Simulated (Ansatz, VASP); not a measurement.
Given: the input of a run of Ansatz 0.2.0 on AlN.

Contents of input.yaml:

```yaml
crystal:
  lattice:
    - [0.0, 2.1839935596, 2.1839935596]
    - [2.1839935596, 0.0, 2.1839935596]
    - [2.1839935596, 2.1839935596, 0.0]
  atoms:
    - { symbol: Al, position: [0.0, 0.0, 0.0] }
    - { symbol: "N", position: [0.25, 0.25, 0.25] }
kpoints:
  mp_grid: { grid: [10, 10, 10] }
scf:
  occupations: { method: fermi_dirac, width: 0.05 }
hamiltonian:
  xc: pbesol
  dispersion: d4
  pseudopotentials: { kind: all_electron, lapw: { basis_error: 0.001 } }
output:
  forces: true
  stress: true
relax:
  f_tol: 0.005
  max_steps: 60
  cell: {}
```

Potentials or basis: all-electron LAPW, scalar-relativistic.

The run is started by

```console
$ ansatz run input.yaml --threads 1 --pin off --max-ram 3072MiB --backend cpu --events-out ev --progress --plain --runs-dir out
```

Question: Translate it to VASP 6.6.1. Potentials there: VASP PAW PBE potentials, release 64 (Al, N).

Answer: As run (the cutoff follows the program's own potentials):

INCAR

```
ALGO = Normal ; EDIFF = 1E-6
EDIFFG = -0.005 ; ENCUT = 600
GGA = PS ; IBRION = 2
ISIF = 3 ; ISMEAR = -1
IVDW = 13 ; LASPH = True
LCHARG = False ; LREAL = False
LWAVE = False ; NELM = 80
NSW = 80 ; PREC = Accurate
SIGMA = 0.05
```

KPOINTS

```
k-points
0
Gamma
  10 10 10
```

File POSCAR:

```
AlN
1.0
    0.0000000000      2.1839935596      2.1839935596
    2.1839935596      0.0000000000      2.1839935596
    2.1839935596      2.1839935596      0.0000000000
Al N
1 1
Direct
    0.0000000000      0.0000000000      0.0000000000
    0.2500000000      0.2500000000      0.2500000000
```

Potentials or basis: VASP PAW PBE potentials, release 64 (Al, N).

Command:

```console
$ cat potpaw_PBE.64/Al/POTCAR potpaw_PBE.64/N/POTCAR > POTCAR
$ mpirun -np 1 vasp_std > vasp.out
```

Both were run:

|  | VASP | Ansatz | Ansatz less VASP |
| --- | --- | --- | --- |
| relaxed volume (Å³/atom) | 10.35 | 10.34 | -0.002 |
| relaxed cell length with the largest relative difference (Å) | 3.082 | 3.081 | -0.0002 |

VASP's potentials were made for PBE, not for PBEsol. Ansatz ran all-electron here, and VASP with PAW potentials.
